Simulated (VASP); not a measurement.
# CsPbBr3 (Pm-3m) in VASP: single point with r2SCAN

Aim: the single point of CsPbBr3 with r2SCAN.

Everything below comes from runs of VASP 6.6.1. Logs are shortened: lines on timing, memory, paths and dates and some standing lists are left out, and cuts for length are marked.

## Step 1: The cell of the first run

Symmetry: Pm-3m, No. 221, cubic system. Conventional cell: a = 5.870 Å, b = 5.870 Å, c = 5.870 Å, α = 90.00°, β = 90.00°, γ = 90.00°. Within 5.4 Å of Cs (site symmetry m-3m) lie 12 Br at 4.15 Å and 8 Pb at 5.08 Å. Within 3.9 Å of Pb (site symmetry m-3m) lie 6 Br at 2.93 Å. Within 3.9 Å of Br (site symmetry 4/mmm) lie 2 Pb at 2.93 Å.

## Step 2: Single point, r2SCAN

POSCAR reads:

```
CsPbBr3
1.0
    5.8699999710      0.0000000000      0.0000000000
    0.0000000000      5.8699999710      0.0000000000
    0.0000000000      0.0000000000      5.8699999710
Cs Pb Br
1 1 3
Direct
    0.0000000000      0.0000000000      0.0000000000
    0.5000000000      0.5000000000      0.5000000000
    0.0000000000      0.5000000000      0.5000000000
    0.5000000000      0.5000000000      0.0000000000
    0.5000000000      0.0000000000      0.5000000000
```

INCAR.step1 reads:

```
  PREC = Accurate
  ENCUT = 520
  ISMEAR = 0
  SIGMA = 0.05
  LREAL = False
  LASPH = True
  NELM = 80
  NBANDS = 30
  GGA = PE
  ALGO = Normal
  EDIFF = 1E-4
  LWAVE = True
  LCHARG = False
```

INCAR.step2 reads:

```
  PREC = Accurate
  ENCUT = 520
  EDIFF = 1E-6
  ISMEAR = 0
  SIGMA = 0.05
  LREAL = False
  LASPH = True
  NELM = 80
  ALGO = Normal
  ISIF = 2
  LWAVE = False
  LCHARG = True
  METAGGA = R2SCAN
  LMIXTAU = True
  LELF = True
  LVHAR = True
  NBANDS = 30
  ISTART = 1
```

KPOINTS reads:

```
regular mesh
0
Gamma
  6 6 6
```

Potentials or basis: VASP PAW PBE potentials, release 64 (Cs_sv, Pb_d, Br).

Launch:

```
$ cat potpaw_PBE.64/Cs_sv/POTCAR potpaw_PBE.64/Pb_d/POTCAR potpaw_PBE.64/Br/POTCAR > POTCAR
$ cp INCAR.step1 INCAR
$ mpirun -np 1 vasp_std > vasp.out
$ cp INCAR.step2 INCAR
$ mpirun -np 1 vasp_std > vasp.out
```

OUTCAR:

```text
PREC = Accurate
   ENCUT = 520
   EDIFF = 1E-6
   ISMEAR = 0
   LREAL = False
   LASPH = True
   NELM = 80
   ISIF = 2
   METAGGA = R2SCAN
   ISTART = 1

 ion  position               nearest neighbor table
   1  0.000  0.000  0.000-
   2  0.500  0.500  0.500-   3 2.93   4 2.93   5 2.93   4 2.93   5 2.93   3 2.93
   3  0.000  0.500  0.500-   2 2.93   2 2.93
   4  0.500  0.500  0.000-   2 2.93   2 2.93
   5  0.500  0.000  0.500-   2 2.93   2 2.93

  LATTYP: Found a simple cubic cell.
 ALAT       =     5.8699999710

  Lattice vectors:

 A1 = (   5.8699999710,   0.0000000000,   0.0000000000)
 A2 = (   0.0000000000,   5.8699999710,   0.0000000000)
 A3 = (   0.0000000000,   0.0000000000,   5.8699999710)

Analysis of symmetry for initial positions (statically):
=====================================================================
 Subroutine PRICEL returns:
 Original cell was already a primitive cell.

 Routine SETGRP: Setting up the symmetry group for a
 simple cubic supercell.

 Subroutine GETGRP returns: Found 48 space group operations
 (whereof 48 operations were pure point group operations)
 out of a pool of 48 trial point group operations.

The static configuration has the point symmetry O_h .

Analysis of symmetry for dynamics (positions and initial velocities):
=====================================================================
 Subroutine PRICEL returns:
 Original cell was already a primitive cell.

 Routine SETGRP: Setting up the symmetry group for a
 simple cubic supercell.

 Subroutine GETGRP returns: Found 48 space group operations
 (whereof 48 operations were pure point group operations)
 out of a pool of 48 trial point group operations.

The dynamic configuration has the point symmetry O_h .

 Subroutine INISYM returns: Found 48 space group operations
 (whereof 48 operations are pure point group operations),
 and found     1 'primitive' translations

----------------------------------------------------------------------------------------

                                     Primitive cell

  volume of cell :     202.2620

  direct lattice vectors                    reciprocal lattice vectors
[... 84 lines left out ...]
   LSORBIT =      F    spin-orbit coupling
   LASPH  =      T    aspherical Exc in radial PAW
   ENCUT  =  520.0 eV  38.22 Ry    6.18 a.u.  10.91 10.91 10.91*2*pi/ulx,y,z
   NELM   =     80;   NELMIN=  2; NELMDL=  0     # of ELM steps
   EDIFF  = 0.1E-05   stopping-criterion for ELM
   LREAL  =      F    real-space projection
   EDIFFG = 0.1E-04   stopping-criterion for IOM
   NSW    =      0    number of steps for IOM
   IBRION =     -1    ionic relax: 0-MD 1-quasi-New 2-CG
   NFREE  =      0    steps in history (QN), initial steepest desc. (CG)
   ISIF   =      2    stress and relaxation
   ISYM   =      2    0-nonsym 1-usesym 2-fastsym
   POTIM  = 0.5000    time-step for ionic-motion
   TEBEG  =    0.0;   TEEND  =   0.0 temperature during run
   PSTRESS=    0.0 pullay stress
   NELECT =      44.0000    total number of electrons
   NUPDOWN=      -1.0000    fix difference up-down
   EMIN   =  10.00;   EMAX   =-10.00  energy-range for DOS
   EFERMI =   0.00;   METHOD = LEGACY
   ISMEAR =     0;   SIGMA  =   0.05  broadening in eV -4-tet -1-fermi 0-gaus
   EFERMI_NEDOS =   21; number of points for ismear=-14 and -15
   IALGO  =     38    algorithm
   IMIX   =      4    mixing-type and parameters
     AMIX     =   0.40;   BMIX     =  1.00
     AMIX_MAG =   1.60;   BMIX_MAG =  1.00
  volume/ion in A,a.u.               =      40.45       272.99
  Fermi-wavevector in a.u.,A,eV,Ry     =   0.984587  1.860600 13.189657  0.969412
  Thomas-Fermi vector in A             =   2.115831
   LORBIT       =      0    0 simple, 1 ext, 2 COOP (PROOUT), +10 PAW based schemes
   METAGGA = R2SCAN    functional components
   LHFCALC =     F    Hartree Fock is set to
   AEXX    =    0.0000 exact exchange contribution
   IVDW    =     0    specifies the selected vdW correction
   LEPSILON=     F    determine dielectric tensor
   LRPA    =     F    only Hartree local field effects (RPA)
 non-spin polarized calculation
 Gauss-broadening in eV      SIGMA  =   0.05
  energy-cutoff  :      520.00
  volume of cell :      202.26
 maximum number of plane-waves:      5520
 NGX is ok and might be reduce to    48
   NGX = 21   NGY = 21   NGZ = 21

 number of electron      44.0000000 magnetization

 Free energy of the ion-electron system (eV)
  ---------------------------------------------------
  ext. energy  EPLUGINS =         0.00000000
  ---------------------------------------------------
  free energy    TOTEN  =      -128.46268080 eV

  energy without entropy =     -128.46268080  energy(sigma->0) =     -128.46268080

 E-fermi :   1.3335     XC(G=0):  -8.0419

 val. band max:        1.0899100219   @ k =   0.5000   0.5000   0.5000
 cond. band min:       2.9927314892   @ k =   0.5000   0.5000   0.5000
 fundamental gap:      1.9028214673
 Fermi energy:         1.3334724029

 k-point     1 :       0.0000    0.0000    0.0000
  band No.  band energies     occupation
      1     -21.0498      2.00000
      2     -16.3983      2.00000
      3     -16.3983      2.00000
      4     -16.2181      2.00000
      5     -16.2181      2.00000
      6     -16.2181      2.00000
[... 649 lines left out ...]
     29       6.7261      0.00000
     30       7.9681      0.00000

------------------------ aborting loop because EDIFF is reached ----------------------------------------

  FORCE on cell =-STRESS in cart. coord.  units (eV):
  Direction    XX          YY          ZZ          XY          YZ          ZX
  --------------------------------------------------------------------------------------
  -------------------------------------------------------------------------------------
  Total        0.9967998      0.9967998      0.9967998     -0.0000000     -0.0000000      0.0000000
  in kB        7.8959474      7.8959474      7.8959474     -0.0000000     -0.0000000      0.0000000
  external PRESSURE =       7.8959474 kB  Pullay stress =       0.0000000 kB

 VOLUME and BASIS-vectors are now :
 -----------------------------------------------------------------------------
  energy-cutoff  :      520.00
  volume of cell :      202.26
      direct lattice vectors                 reciprocal lattice vectors
     5.869999971  0.000000000  0.000000000     0.170357752  0.000000000  0.000000000
     0.000000000  5.869999971  0.000000000     0.000000000  0.170357752  0.000000000
     0.000000000  0.000000000  5.869999971     0.000000000  0.000000000  0.170357752

 POSITION                                       TOTAL-FORCE (eV/Angst)
 -----------------------------------------------------------------------------------
      0.00000      0.00000      0.00000         0.000000      0.000000      0.000000
      2.93500      2.93500      2.93500         0.000000      0.000000      0.000000
      0.00000      2.93500      2.93500         0.000000      0.000000      0.000000
      2.93500      2.93500      0.00000         0.000000      0.000000      0.000000
      2.93500      0.00000      2.93500         0.000000      0.000000      0.000000
 -----------------------------------------------------------------------------------
    total drift:                                0.000000     -0.000000     -0.000000

  FREE ENERGIE OF THE ION-ELECTRON SYSTEM (eV)
  ---------------------------------------------------
  free  energy   TOTEN  =      -128.4626807961 eV

  energy  without entropy=     -128.4626807961  energy(sigma->0) =     -128.46268080
```

OUTCAR.step1:

```text
PREC = Accurate
   ENCUT = 520
   ISMEAR = 0
   LREAL = False
   LASPH = True
[... 885 lines left out ...]
      2.93500      2.93500      2.93500         0.000000      0.000000      0.000000
      0.00000      2.93500      2.93500         0.000000      0.000000      0.000000
      2.93500      2.93500      0.00000         0.000000      0.000000      0.000000
      2.93500      0.00000      2.93500         0.000000      0.000000      0.000000
 -----------------------------------------------------------------------------------
    total drift:                                0.000000     -0.000000     -0.000000

  FREE ENERGIE OF THE ION-ELECTRON SYSTEM (eV)
  ---------------------------------------------------
  free  energy   TOTEN  =       -15.8360678917 eV

  energy  without entropy=      -15.8360678917  energy(sigma->0) =      -15.83606789
```

OSZICAR.step1:

```text
N       E                     dE             d eps       ncg     rms          rms(c)
DAV:   1     0.392185240822E+03    0.39219E+03   -0.18597E+04  1200   0.130E+03
DAV:   2     0.320072342778E+02   -0.36018E+03   -0.34186E+03  1412   0.299E+02
DAV:   3    -0.146084576139E+02   -0.46616E+02   -0.46225E+02  1508   0.118E+02
DAV:   4    -0.163427558537E+02   -0.17343E+01   -0.17295E+01  1518   0.290E+01
DAV:   5    -0.163952200687E+02   -0.52464E-01   -0.52445E-01  1512   0.445E+00    0.432E+00
DAV:   6    -0.158692848647E+02    0.52594E+00   -0.83260E-01  1806   0.899E+00    0.252E+00
DAV:   7    -0.158262721877E+02    0.43013E-01   -0.46994E-01  1782   0.376E+00    0.101E+00
DAV:   8    -0.158358348448E+02   -0.95627E-02   -0.56965E-02  1546   0.192E+00    0.188E-01
DAV:   9    -0.158357219205E+02    0.11292E-03   -0.77392E-03  1804   0.710E-01    0.107E-01
DAV:  10    -0.158359881306E+02   -0.26621E-03   -0.82244E-04  1400   0.150E-01    0.478E-02
DAV:  11    -0.158360678917E+02   -0.79761E-04   -0.20732E-04  1198   0.118E-01
   1 F= -.15836068E+02 E0= -.15836068E+02  d E =-.108258E-18
```

Run time: 11 min. Hardware: 1 thread of Intel Xeon Platinum 8259CL at 2.50GHz (Skylake/Cascade Lake), shared host; peak memory 0.43 GiB.

Results:

```yaml
Free_energy: -128.4627 eV
Pressure: 0.8 GPa
Band_gap_on_the_k_mesh: 1.90 eV
```

Levels at points of the mesh, in eV from the valence-band top:
| k point | band 18 | band 19 | band 20 | band 21 | band 22 | band 23 | band 24 | band 25 | band 26 | band 27 |
| --- | --- | --- | --- | --- | --- | --- | --- | --- | --- | --- |
| (0.00, 0.00, 0.00) | -2.35 | -2.35 | -2.23 | -2.23 | -2.23 | 3.47 | 4.44 | 4.44 | 5.28 | 5.28 |
| (0.50, 0.00, 0.00) | -2.49 | -2.48 | -2.34 | -2.34 | -1.54 | 2.94 | 4.90 | 5.48 | 5.48 | 5.74 |
| (0.50, 0.50, 0.00) | -2.57 | -2.57 | -2.46 | -1.87 | -0.75 | 2.45 | 2.45 | 5.27 | 5.66 | 6.09 |
| (0.50, 0.50, 0.50) | -2.45 | -1.85 | -1.85 | -1.85 | 0.00 | 1.90 | 1.90 | 1.90 | 5.04 | 5.64 |

Caveat: the PAW data sets were made with another functional, which shifts forces and pressure a little; spin-orbit coupling is left out, which moves the levels of the heavy elements.
